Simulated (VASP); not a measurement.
# Ni (I4/mmm) in VASP: notebook

The runs below take Ni through single point, relaxation of cell and atoms, with PBEsol.

All numbers are computed with VASP 6.6.1; they aren't measurements. Logs are shortened: lines on timing, memory, paths and dates and some standing lists are left out, and cuts for length are marked.

### 1 The cell of the first run

The typed cell holds 1 atom: a = 2.451 Å, b = 2.451 Å, c = 2.451 Å, α = 119.98°, β = 119.98°, γ = 90.03°.

### 2 Single point, PBEsol, collinear spin, ferromagnetic start

Contents of INCAR:

```
SYSTEM = Ni
ALGO = Normal
EDIFF = 1E-6
ENCUT = 600
GGA = PS
GGA_COMPAT = .False.
ISIF = 2
ISMEAR = 0
ISPIN = 2
LASPH = .True.
LCHARG = .False.
LMAXMIX = 4
LORBIT = 11
LREAL = .False.
LWAVE = .False.
MAGMOM = 0.81
NBANDS = 15
NELM = 200
PREC = Accurate
SIGMA = 0.1
```

Contents of KPOINTS:

```
k-points
0
Gamma
  10 10 10
  0 0 0
```

Contents of POSCAR:

```
Ni
1.0
   -1.2256954792      1.2256954792      1.7324618264
    1.2256954792     -1.2256954792      1.7324618264
    1.2256954792      1.2256954792     -1.7324618264
Ni
1
Direct
    0.0000000000      0.0000000000      0.0000000000
```

Potentials or basis: VASP PAW PBE potentials, release 64 (Ni).

Command:

```console
$ cat potpaw_PBE.64/Ni/POTCAR > POTCAR
$ mpirun -np 1 vasp_std > vasp.out
```

OUTCAR:

```text
SYSTEM = Ni
   EDIFF = 1E-6
   ENCUT = 600
   GGA = PS
   ISIF = 2
   ISMEAR = 0
   ISPIN = 2
   LASPH = .True.
   LORBIT = 11
   LREAL = .False.
   NELM = 200
   PREC = Accurate

 ion  position               nearest neighbor table
   1  0.000  0.000  0.000-

  LATTYP: Found a body centered tetragonal cell.
 ALAT       =     2.4513909584
 C/A-ratio  =     1.4134520815

  Lattice vectors:

 A1 = (  -1.2256954792,   1.2256954792,   1.7324618264)
 A2 = (   1.2256954792,  -1.2256954792,   1.7324618264)
 A3 = (   1.2256954792,   1.2256954792,  -1.7324618264)

Analysis of symmetry for initial positions (statically):
=====================================================================
 Subroutine PRICEL returns:
 Original cell was already a primitive cell.

 Routine SETGRP: Setting up the symmetry group for a
 body centered tetragonal supercell.

 Subroutine GETGRP returns: Found 16 space group operations
 (whereof 16 operations were pure point group operations)
 out of a pool of 16 trial point group operations.

The static configuration has the point symmetry D_4h.

Analysis of symmetry for dynamics (positions and initial velocities):
=====================================================================
 Subroutine PRICEL returns:
 Original cell was already a primitive cell.

 Routine SETGRP: Setting up the symmetry group for a
 body centered tetragonal supercell.

 Subroutine GETGRP returns: Found 16 space group operations
 (whereof 16 operations were pure point group operations)
 out of a pool of 16 trial point group operations.

The dynamic configuration has the point symmetry D_4h.

Analysis of structural, dynamic, and magnetic symmetry:
=====================================================================
 Subroutine PRICEL returns:
 Original cell was already a primitive cell.

 Routine SETGRP: Setting up the symmetry group for a
 body centered tetragonal supercell.

 Subroutine GETGRP returns: Found 16 space group operations
 (whereof 16 operations were pure point group operations)
 out of a pool of 16 trial point group operations.

The overall configuration has the point symmetry D_4h.

 Subroutine INISYM returns: Found 16 space group operations
 (whereof 16 operations are pure point group operations),
 and found     1 'primitive' translations

----------------------------------------------------------------------------------------
[... 127 lines left out ...]
   NGX =  9   NGY =  9   NGZ =  9

 number of electron      10.0000000 magnetization       0.8100000

 number of electron       9.9999996 magnetization       0.7068743

 Free energy of the ion-electron system (eV)
  ---------------------------------------------------
  ext. energy  EPLUGINS =         0.00000000
  ---------------------------------------------------
  free energy    TOTEN  =        -6.13956799 eV

  energy without entropy =       -6.13097847  energy(sigma->0) =       -6.13527323

 E-fermi :   9.8371     XC(G=0): -13.7004

 val. band max:        9.8293333776   @ k =  -0.3000  -0.4000   0.3000
 cond. band min:       9.8412624692   @ k =   0.5000   0.2000   0.1000
 fundamental gap:      0.0119290917
 Fermi energy:         9.8370506632

 spin component 1

 k-point     1 :       0.0000    0.0000    0.0000
  band No.  band energies     occupation
      1       0.4433      1.00000
      2       7.2244      1.00000
      3       7.2244      1.00000
      4       7.2278      1.00000
      5       8.4766      1.00000
      6       8.4805      1.00000
      7      33.8889      0.00000
      8      38.0696      0.00000
      9      38.0696      0.00000
     10      38.0765      0.00000
     11      41.1273      0.00000
     12      41.1309      0.00000
     13      41.1309      0.00000
     14      44.0681      0.00000
[... 403 lines left out ...]
      4       8.3444      1.00000
      5       9.0283      1.00000
      6      15.0467      0.00000
      7      16.5205      0.00000
      8      21.6483      0.00000
      9      28.5554      0.00000
     10      32.2108      0.00000
     11      45.3519      0.00000
     12      47.5552      0.00000
     13      48.3853      0.00000
     14      54.1519      0.00000
     15      54.8222      0.00000

 [... further k-points ...]

 spin component 2

 k-point     1 :       0.0000    0.0000    0.0000
  band No.  band energies     occupation
      1       0.4535      1.00000
      2       8.0308      1.00000
      3       8.0308      1.00000
      4       8.0343      1.00000
      5       9.1598      1.00000
      6       9.1635      1.00000
      7      33.7933      0.00000
      8      38.0871      0.00000
      9      38.0871      0.00000
     10      38.0943      0.00000
     11      41.2843      0.00000
     12      41.2882      0.00000
     13      41.2882      0.00000
     14      43.9930      0.00000
[... 403 lines left out ...]
      4       9.0330      1.00000
      5       9.9061      0.16448
      6      15.3360      0.00000
      7      16.8363      0.00000
      8      21.8573      0.00000
      9      28.6594      0.00000
     10      32.3272      0.00000
     11      45.4729      0.00000
     12      47.6024      0.00000
     13      48.3920      0.00000
     14      54.9769      0.00000
     15      55.1049      0.00000

 [... further k-points ...]

------------------------ aborting loop because EDIFF is reached ----------------------------------------

  FORCE on cell =-STRESS in cart. coord.  units (eV):
  Direction    XX          YY          ZZ          XY          YZ          ZX
  --------------------------------------------------------------------------------------
  -------------------------------------------------------------------------------------
  Total       -0.0208189     -0.0208189     -0.0167414      0.0000000      0.0000000      0.0000000
  in kB       -3.2038976     -3.2038976     -2.5764040      0.0000000      0.0000000      0.0000000
  external PRESSURE =      -2.9947331 kB  Pullay stress =       0.0000000 kB

 VOLUME and BASIS-vectors are now :
 -----------------------------------------------------------------------------
  energy-cutoff  :      600.00
  volume of cell :       10.41
      direct lattice vectors                 reciprocal lattice vectors
    -1.225695479  1.225695479  1.732461826     0.000000000  0.407931667  0.288606648
     1.225695479 -1.225695479  1.732461826     0.407931667  0.000000000  0.288606648
     1.225695479  1.225695479 -1.732461826     0.407931667  0.407931667  0.000000000

 POSITION                                       TOTAL-FORCE (eV/Angst)
 -----------------------------------------------------------------------------------
      0.00000      0.00000      0.00000         0.000000      0.000000     -0.000000
 -----------------------------------------------------------------------------------
    total drift:                                0.000000      0.000000      0.000000

  FREE ENERGIE OF THE ION-ELECTRON SYSTEM (eV)
  ---------------------------------------------------
  free  energy   TOTEN  =        -6.1395679911 eV

  energy  without entropy=       -6.1309784660  energy(sigma->0) =       -6.13527323

 total charge

# of ion       s       p       d       tot
------------------------------------------
    1        0.522   0.546   8.327   9.394

 magnetization (x)

# of ion       s       p       d       tot
------------------------------------------
    1       -0.003  -0.021   0.736   0.711
```

Run time: 30 s. Hardware: 1 thread of Intel Xeon Platinum 8375C at 2.90GHz (Ice Lake), shared host; peak memory 0.15 GiB.

What came out:

- Free energy: -6.1396 eV
- Pressure: -0.3 GPa
- Net moment: 0.71 μB per cell
- Site moments: Ni +0.71 μB
- Valence electrons inside the program's atomic spheres: Ni 9.39

Levels at points of the mesh, in eV from the Fermi level:
Spin up:
| k point | band 1 | band 2 | band 3 | band 4 | band 5 | band 6 | band 7 | band 8 | band 9 | band 10 |
| --- | --- | --- | --- | --- | --- | --- | --- | --- | --- | --- |
| (0.00, 0.00, 0.00) | -9.39 | -2.61 | -2.61 | -2.61 | -1.36 | -1.36 | 24.05 | 28.23 | 28.23 | 28.24 |
| (0.50, 0.00, 0.00) | -5.15 | -2.60 | -2.60 | -0.65 | -0.65 | -0.44 | 5.91 | 22.53 | 25.35 | 25.37 |
| (0.50, 0.50, 0.00) | -4.98 | -4.50 | -0.60 | -0.51 | -0.51 | 2.39 | 9.55 | 15.16 | 15.16 | 20.22 |
| (0.50, 0.50, 0.50) | -4.98 | -4.50 | -0.60 | -0.51 | -0.51 | 2.40 | 9.56 | 15.15 | 15.15 | 20.21 |
Spin down:
```csv
k point,band 1,band 2,band 3,band 4,band 5,band 6,band 7,band 8,band 9
"(0.00, 0.00, 0.00)",-9.38,-1.81,-1.81,-1.80,-0.68,-0.67,23.96,28.25,28.25
"(0.50, 0.00, 0.00)",-4.67,-1.91,-1.90,-0.46,0.18,0.18,6.39,22.43,25.47
"(0.50, 0.50, 0.00)",-4.57,-3.83,0.11,0.41,0.42,2.40,9.86,15.21,15.21
"(0.50, 0.50, 0.50)",-4.57,-3.84,0.11,0.42,0.42,2.42,9.88,15.20,15.20
```

Caveat: the PAW data sets were made with another functional, which shifts forces and pressure a little.

### 3 Single point, PBEsol, collinear spin, ferromagnetic start

This run uses another cell than the first one, of 11.03 Å³/atom.

Contents of INCAR:

```
PREC     = Accurate       # precision mode
ENCUT    = 600            # plane-wave cutoff, eV
EDIFF    = 1E-6           # SCF threshold, eV
ISMEAR   = 0              # smearing method
SIGMA    = 0.1            # smearing width, eV
LREAL    = F              # projectors in reciprocal space
LASPH    = T              # aspherical terms in the spheres
NELM     = 200            # most SCF steps
ALGO     = Normal         # electronic algorithm
ISIF     = 2              # what is computed and relaxed
LWAVE    = F              # write WAVECAR
LCHARG   = F              # write CHGCAR
ISPIN    = 2              # spin polarisation
MAGMOM   = 2              # initial moments
LORBIT   = 11             # projections on sites
LMAXMIX  = 4              # l up to which the mixer works
GGA      = PS             # functional
NBANDS   = 15             # bands
GGA_COMPAT= F
```

Contents of KPOINTS:

```
Automatic mesh
0
Gamma
  10 10 10
```

Contents of POSCAR:

```
Ni
1.0
   -1.2191303942      1.2191303942      1.8547290463
    1.2191303942     -1.2191303942      1.8547290463
    1.2191303942      1.2191303942     -1.8547290463
Ni
1
Direct
    0.0000000000      0.0000000000      0.0000000000
```

Potentials or basis: VASP PAW PBE potentials, release 64 (Ni).

Command:

```console
$ cat potpaw_PBE.64/Ni/POTCAR > POTCAR
$ mpirun -np 1 vasp_std > vasp.out
```

OUTCAR:

```text
PREC = Accurate
   ENCUT = 600
   EDIFF = 1E-6
   ISMEAR = 0
   LREAL = F
   LASPH = T
   NELM = 200
   ISIF = 2
   ISPIN = 2
   LORBIT = 11
   GGA = PS

 ion  position               nearest neighbor table
   1  0.000  0.000  0.000-

  LATTYP: Found a body centered tetragonal cell.
 ALAT       =     2.4382607884
 C/A-ratio  =     1.5213541186

  Lattice vectors:

 A1 = (  -1.2191303942,   1.2191303942,   1.8547290463)
 A2 = (   1.2191303942,  -1.2191303942,   1.8547290463)
 A3 = (   1.2191303942,   1.2191303942,  -1.8547290463)

Analysis of symmetry for initial positions (statically):
=====================================================================
 Subroutine PRICEL returns:
 Original cell was already a primitive cell.

 Routine SETGRP: Setting up the symmetry group for a
 body centered tetragonal supercell.

 Subroutine GETGRP returns: Found 16 space group operations
 (whereof 16 operations were pure point group operations)
 out of a pool of 16 trial point group operations.

The static configuration has the point symmetry D_4h.

[... 629 lines left out ...]
     11      39.2440      0.00000
     12      39.2440      0.00000
     13      39.6934      0.00000
     14      41.8184      0.00000
[... 403 lines left out ...]
      4       8.2557      1.00000
      5       9.0662      0.19798
      6      14.3022      0.00000
      7      15.7277      0.00000
      8      21.1636      0.00000
      9      26.3032      0.00000
     10      30.4590      0.00000
     11      42.4604      0.00000
     12      43.9186      0.00000
     13      47.8718      0.00000
     14      50.6835      0.00000
     15      54.5811      0.00000

 [... further k-points ...]

------------------------ aborting loop because EDIFF is reached ----------------------------------------

  FORCE on cell =-STRESS in cart. coord.  units (eV):
  Direction    XX          YY          ZZ          XY          YZ          ZX
  --------------------------------------------------------------------------------------
  -------------------------------------------------------------------------------------
  Total       -0.5663381     -0.5663381     -1.1884965      0.0000000     -0.0000000      0.0000000
  in kB      -82.2897196    -82.2897196   -172.6902015      0.0000000     -0.0000000      0.0000000
  external PRESSURE =    -112.4232136 kB  Pullay stress =       0.0000000 kB

 VOLUME and BASIS-vectors are now :
 -----------------------------------------------------------------------------
  energy-cutoff  :      600.00
  volume of cell :       11.03
      direct lattice vectors                 reciprocal lattice vectors
    -1.219130394  1.219130394  1.854729046     0.000000000  0.410128402  0.269581156
     1.219130394 -1.219130394  1.854729046     0.410128402  0.000000000  0.269581156
     1.219130394  1.219130394 -1.854729046     0.410128402  0.410128402  0.000000000

 POSITION                                       TOTAL-FORCE (eV/Angst)
 -----------------------------------------------------------------------------------
      0.00000      0.00000      0.00000         0.000000      0.000000     -0.000000
 -----------------------------------------------------------------------------------
    total drift:                                0.000000      0.000000      0.000000

  FREE ENERGIE OF THE ION-ELECTRON SYSTEM (eV)
  ---------------------------------------------------
  free  energy   TOTEN  =        -6.1018920708 eV

  energy  without entropy=       -6.0925825750  energy(sigma->0) =       -6.09723732

 total charge

# of ion       s       p       d       tot
------------------------------------------
    1        0.496   0.492   8.301   9.290

 magnetization (x)

# of ion       s       p       d       tot
------------------------------------------
    1       -0.005  -0.022   0.731   0.704
```

Run time: 24 s. Hardware: 1 thread of Intel Xeon Platinum 8375C at 2.90GHz (Ice Lake), shared host; peak memory 0.15 GiB.

Results:

```yaml
Free_energy: -6.1019 eV
Pressure: -11.2 GPa
Net_moment: 0.69 μB per cell
Site_moments: Ni +0.70 μB
Valence_electrons_inside_the_program's_atomic_spheres: Ni 9.29
```

Stress tensor (GPa, compression positive):
```
 -8.23   0.00   0.00
  0.00  -8.23   0.00
  0.00   0.00 -17.27
```

Caveat: the stress differs along the axes, from -17 to -8 GPa; the PAW data sets were made with another functional, which shifts forces and pressure a little.

### 4 Relaxation of cell and atoms, PBEsol, collinear spin, ferromagnetic start

This run uses another cell than the first one, of 11.03 Å³/atom.

Contents of INCAR:

```
SYSTEM = Ni
PREC = Accurate
ENCUT = 600
EDIFF = 1E-7
ISMEAR = 0
SIGMA = 0.1
LREAL = .False.
LASPH = .True.
NELM = 200
ALGO = Normal
ISIF = 3
LWAVE = .False.
LCHARG = .False.
ISPIN = 2
MAGMOM = 0.81
LORBIT = 11
LMAXMIX = 4
GGA = PS
IBRION = 2
NSW = 90
EDIFFG = -0.04
GGA_COMPAT = .False.
NELMIN = 4
```

Contents of KPOINTS:

```
Automatic mesh
0
Gamma
  10 10 10
  0 0 0
```

POSCAR is that of step 3.

Command:

```console
$ cat potpaw_PBE.64/Ni/POTCAR > POTCAR
$ mpirun -np 1 vasp_std > vasp.out
```

It took 73 s on 1 thread of Intel Xeon Platinum 8375C at 2.90GHz (Ice Lake), shared host; peak memory 0.16 GiB.

Results (log left out):

| Property | Result |
| --- | --- |
| Free energy | -6.1399 eV |
| Relaxed volume | 10.40 Å³/atom |
| Relaxed cell | a = 2.449 Å, b = 2.449 Å, c = 2.449 Å, α = 119.95°, β = 119.95°, γ = 90.08° |
| Space group after relaxing (to 0.1 Å) | Fm-3m (No. 225) |
| Energy gained by relaxing | 38.0 meV/atom |
| Ionic steps | 6 |
| Pressure after relaxing | 0.1 GPa |
| Net moment | 0.71 μB per cell |
| Site moments | Ni +0.71 μB |
| Valence electrons inside the program's atomic spheres | Ni 9.40 |

Stress tensor (GPa, compression positive):
```
0.02 0.00 0.00
0.00 0.02 0.00
0.00 0.00 0.21
```

Step by step:
| step | energy change (eV) | largest force (eV/Å) | pressure (GPa) | volume (Å³) |
| --- | --- | --- | --- | --- |
| 1 | 0.0000 | 0.0000 | -11.22 | 11.03 |
| 2 | -0.0088 | 0.0000 | 14.58 | 9.84 |
| 3 | -0.0291 | 0.0000 | 1.38 | 10.35 |
| 4 | -0.0352 | 0.0000 | 0.67 | 10.37 |
| 5 | -0.0375 | 0.0000 | -0.06 | 10.41 |
| 6 | -0.0380 | 0.0000 | 0.09 | 10.40 |

Final structure:
```xyz
1
Lattice="-1.2256 1.2256 1.7308 1.2256 -1.2256 1.7308 1.2256 1.2256 -1.7308" Properties=species:S:1:pos:R:3 pbc="T T T"
Ni    0.0000    0.0000    0.0000
```

Levels at points of the mesh, in eV from the Fermi level:
Spin up:
```tsv
k point	band 1	band 2	band 3	band 4	band 5	band 6	band 7	band 8	band 9
(0.00, 0.00, 0.00)	-9.40	-2.62	-2.62	-2.61	-1.36	-1.35	24.06	28.25	28.27
(0.50, 0.00, 0.00)	-5.16	-2.61	-2.60	-0.65	-0.65	-0.45	5.92	22.54	25.40
(0.50, 0.50, 0.00)	-4.99	-4.51	-0.60	-0.51	-0.51	2.39	9.55	15.18	15.18
(0.50, 0.50, 0.50)	-4.99	-4.51	-0.60	-0.51	-0.51	2.42	9.59	15.14	15.14
```
Spin down:
| k point | band 2 | band 3 | band 4 | band 5 | band 6 | band 7 |
| --- | --- | --- | --- | --- | --- | --- |
| (0.00, 0.00, 0.00) | -1.81 | -1.81 | -1.80 | -0.68 | -0.67 | 23.97 |
| (0.50, 0.00, 0.00) | -1.91 | -1.90 | -0.46 | 0.18 | 0.18 | 6.40 |
| (0.50, 0.50, 0.00) | -3.84 | 0.11 | 0.41 | 0.42 | 2.40 | 9.87 |
| (0.50, 0.50, 0.50) | -3.84 | 0.11 | 0.42 | 0.42 | 2.43 | 9.90 |

Caveat: the PAW data sets were made with another functional, which shifts forces and pressure a little.

### 5 Overview

| task | cell | gap on the mesh (eV) | pressure (GPa) | moment (μB) |
| --- | --- | --- | --- | --- |
| single point | a = 2.451 Å, angles 120.0, 120.0, 90.0°, 1 atom | none | -0.3 | 0.71 |
| single point | a = 2.532 Å, angles 122.4, 122.4, 85.8°, 1 atom | none | -11.2 | 0.69 |
| relaxation of cell and atoms | relaxed from a = 2.532 Å, angles 122.4, 122.4, 85.8°, 1 atom | none | 0.1 | 0.71 |

Alike in all rows: level PBEsol; potentials or basis VASP PAW PBE potentials, release 64 (Ni); spin collinear, ferromagnetic start; k mesh 10 × 10 × 10; cutoff (eV) 600; smearing gaussian 0.1 eV.

Caveats: the PAW data sets were made with another functional, which shifts forces and pressure a little; the stress differs along the axes, from -17 to -8 GPa (at least some runs).

Total energies depend on the potentials used, so only differences within one code and one set of settings carry meaning.
